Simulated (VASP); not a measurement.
A run of VASP 6.6.1 is set up as follows.

File INCAR:

```
PREC = Accurate
ENCUT = 520
EDIFF = 1E-6
ISMEAR = 0
SIGMA = 0.15
LREAL = False
LASPH = True
NELM = 100
ALGO = Normal
ISIF = 2
LWAVE = False
LCHARG = False
NBANDS = 11
```

File KPOINTS:

```
Automatic mesh
0
Gamma
  21 21 10
```

POSCAR

```
Si
1.0
    2.6655775094      0.0000000000      0.0000000000
   -1.3327887547      2.3084578389      0.0000000000
    0.0000000000      0.0000000000      4.7315827335
Si
2
Direct
    0.3333333333      0.6666666667      0.2500000000
    0.6666666667      0.3333333333      0.7500000000
```

Potentials or basis: VASP PAW LDA potentials, release 64 (Si).

Run with:

```sh
$ cat potpaw_LDA.64/Si/POTCAR > POTCAR
$ mpirun -np 1 vasp_std > vasp.out
```

(1) Predict the pressure.

(2) Estimate the band gap on the k mesh.

Answers

(1) -4.1 GPa.

(2) zero (band 4 reaches 18.92 eV, above the bottom of band 5 at 6.55 eV).

Caveat: the cell differs from its parent crystal (strain +0.000 along x and y, +0.050 along z).
